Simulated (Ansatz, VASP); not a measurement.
# One calculation of SnAs2Se, two programs

```
CELL_PARAMETERS angstrom
0.00000 5.59995 5.59995
5.59995 0.00000 5.59995
5.59995 5.59995 0.00000
ATOMIC_POSITIONS crystal
Sn 0.25000 0.25000 0.25000
Sn 0.00000 0.00000 0.00000
As 0.62500 0.62500 0.62500
As 0.62500 0.62500 0.12500
As 0.62500 0.12500 0.62500
As 0.12500 0.62500 0.62500
Se 0.50000 0.50000 0.50000
Se 0.75000 0.75000 0.75000
```

Alike in both runs: functional PBE; k mesh 6 × 6 × 6; occupations gaussian, width 0.1 eV; no spin polarisation.

Ansatz relaxed the structure, and its values are those at the end. VASP's run is a single point on that final structure, the one shown.

```csv
,VASP,Ansatz
version,VASP 6.6.1,Ansatz 0.2.0
potentials or method,"VASP PAW PBE potentials, release 64 (Sn_d, As, Se), cutoff 520 eV","scalar-relativistic, plane waves, PAW"
valence electrons in the cell,60,120
```

VASP gave:

```
gap on the k mesh at the Fermi level (eV) : none
pressure (GPa)                            : 0.1
```

Estimate Ansatz's values.

gap on the k mesh at the Fermi level (eV): none; pressure (GPa): 0.0.

A gap of «none» marks a metal or a gap that the smearing closes. VASP's potentials hold 60 valence electrons a cell and Ansatz's 120, so a difference there can come from the potentials and not from the codes.
